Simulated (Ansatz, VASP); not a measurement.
## One calculation of BaTe, two programs

The input POSCAR:

```
BaTe
1.0
    0.0000000000      3.4768797245      3.4768797245
    3.4768797245      0.0000000000      3.4768797245
    3.4768797245      3.4768797245      0.0000000000
Ba Te
1 1
Direct
    0.0000000000      0.0000000000      0.0000000000
    0.5000000000      0.5000000000      0.5000000000
```

The input INCAR.step1:

```
SYSTEM = BaTe
PREC = Accurate ; ENCUT = 520
EDIFF = 1E-5 ; ISMEAR = -1
SIGMA = 0.05 ; LREAL = .False.
LASPH = .True. ; NELM = 60
ALGO = Normal ; ISIF = 2
LWAVE = .True. ; LCHARG = .False.
GGA = PE ; NBANDS = 15
```

Contents of INCAR.step2:

```
SYSTEM = BaTe
PREC = Accurate ; ENCUT = 520
EDIFF = 1E-6 ; ISMEAR = -1
SIGMA = 0.05 ; LREAL = .False.
LASPH = .True. ; NELM = 60
ALGO = Normal ; ISIF = 2
LWAVE = .False. ; LCHARG = .False.
GGA = PE ; LHFCALC = .True.
AEXX = 0.25 ; PRECFOCK = Normal
ISTART = 1 ; NBANDS = 15
```

KPOINTS

```
regular mesh
0
Gamma
  4 4 4
  0 0 0
```

File input:

```
crystal:
  lattice:
    - [0.0, 3.4768797245, 3.4768797245]
    - [3.4768797245, 0.0, 3.4768797245]
    - [3.4768797245, 3.4768797245, 0.0]
  atoms:
    - { symbol: Ba, position: [0.0, 0.0, 0.0] }
    - { symbol: Te, position: [0.5, 0.5, 0.5] }
hamiltonian:
  xc: pbe0
  pseudopotentials: { kind: paw }
kpoints:
  mp_grid: { grid: [4, 4, 4] }
scf:
  occupations: { method: fermi_dirac, width: 0.05 }
output:
  forces: true
  stress: true
  eigenvalues: true
```

Alike in both runs: task single point; functional PBE0; k mesh 4 × 4 × 4; occupations fermi-dirac, width 0.05 eV; no spin polarisation.

|  | VASP | Ansatz |
| --- | --- | --- |
| version | VASP 6.6.1 | Ansatz 0.2.0 |
| potentials or method | VASP PAW PBE potentials, release 64 (Ba_sv, Te) | Ansatz PAW |
| plane-wave cutoff (eV) | 520 | 420 |
| valence electrons in the cell | 16 | 26 |

|  | VASP | Ansatz | Ansatz less VASP |
| --- | --- | --- | --- |
| gap on the k mesh at the Fermi level (eV) | 2.87 | 2.90 | +0.029 |
| least direct gap on the mesh (eV) | 3.31 | 3.32 | +0.005 |
| pressure (GPa) | 1.5 | 1.3 | -0.18 |

VASP's potentials hold 16 valence electrons a cell and Ansatz's 26, so a difference there can come from the potentials and not from the codes.

Spin-orbit coupling is off throughout.
